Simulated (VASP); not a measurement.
Input of a VASP 6.6.1 run:

File INCAR:

```
SYSTEM = Tl
ALGO = Normal
EDIFF = 1E-7
ENCUT = 520
GGA = CA
ISIF = 2
ISMEAR = 1
LASPH = .True.
LCHARG = .True.
LELF = .True.
LREAL = .False.
LVHAR = .True.
LWAVE = .False.
NBANDS = 20
NELM = 60
PREC = Accurate
SIGMA = 1.0
```

Contents of KPOINTS:

```
k-points
0
Gamma
  11 11 6
  0 0 0
```

Contents of POSCAR:

```
Tl
1.0
    3.4014029632      0.0000000000      0.0000000000
   -1.7007014816      2.9457013746      0.0000000000
    0.0000000000      0.0000000000      5.4430041633
Tl
2
Direct
    0.3333333333      0.6666666667      0.2500000000
    0.6666666667      0.3333333333      0.7500000000
```

Potentials or basis: VASP PAW LDA potentials, release 64 (Tl_d).

The run is started by

```console
$ cat potpaw_LDA.64/Tl_d/POTCAR > POTCAR
$ mpirun -np 1 vasp_std > vasp.out
```

Problem. Predict the band gap on the k mesh.

Solution. Zero (band 13 reaches 10.47 eV, above the bottom of band 14 at 4.51 eV).

Problem. What does it give for the pressure?

Solution. 0.0 GPa.

Stress tensor (GPa, compression positive):
```
 0.03  0.00  0.00
 0.00  0.03  0.00
 0.00  0.00 -0.12
```

Caveat: spin-orbit coupling is left out, which moves the levels of the heavy elements.
